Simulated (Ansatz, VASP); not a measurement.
# SnO: VASP beside Ansatz

```xyz
4
Lattice="3.5383 0.0000 0.0000 0.0000 3.5383 0.0000 0.0000 0.0000 5.3199" Properties=species:S:1:pos:R:3 pbc="T T T"
Sn    0.0000    1.7692    1.2902
Sn    1.7692    0.0000    4.0297
O     0.0000    0.0000    0.0000
O     1.7692    1.7692    0.0000
```

Alike in both runs: task single point; functional PBEsol; k mesh 10 × 10 × 8; occupations gaussian, width 0.15 eV; no spin polarisation.

|  | VASP | Ansatz |
| --- | --- | --- |
| version | VASP 6.6.1 | Ansatz 0.2.0 |
| potentials or method | VASP PAW PBE potentials, release 64 (Sn_d, O), cutoff 520 eV | scalar-relativistic, plane waves, PAW |
| valence electrons in the cell | 40 | 40 |

|  | VASP | Ansatz | Ansatz less VASP |
| --- | --- | --- | --- |
| gap on the k mesh at the Fermi level (eV) | none | none | - |
| pressure (GPa) | 6.3 | 5.9 | -0.33 |
| traceless stress, the component that is largest in VASP (GPa) | -12.91 | -12.98 | -0.070 |
| rms of the force components (eV/Å) | 0.360 | 0.398 | +0.0382 |

VASP's potentials were made for PBE, not for PBEsol. Atom by atom the forces differ by 0.038 eV/Å (rms over components). A gap of «none» marks a metal or a gap that the smearing closes.
